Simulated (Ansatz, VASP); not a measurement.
**Two plane-wave programs on C**

```
CELL_PARAMETERS angstrom
0.00000 1.77844 1.77844
1.77844 0.00000 1.77844
1.77844 1.77844 0.00000
ATOMIC_POSITIONS crystal
C 0.00000 0.00000 0.00000
C 0.25000 0.25000 0.25000
```

Alike in both runs: functional PBE; dispersion D3(BJ); k mesh 12 × 12 × 12; occupations gaussian, width 0.02 eV; no spin polarisation.

Ansatz relaxed the structure, and its values are those at the end. VASP's run is a single point on that final structure, the one shown.

```csv
,VASP,Ansatz
version,VASP 6.6.1,Ansatz 0.2.0
potentials or method,"VASP PAW PBE potentials, release 64 (C), cutoff 600 eV","scalar-relativistic, plane waves, PAW"
valence electrons in the cell,8,8
```

VASP gave:

* gap on the k mesh at the Fermi level (eV): 4.17
* least direct gap on the mesh (eV): 5.61
* pressure (GPa): 0.0

What did Ansatz give for the same quantities?

gap on the k mesh at the Fermi level (eV): 4.18; least direct gap on the mesh (eV): 5.62; pressure (GPa): 0.0.
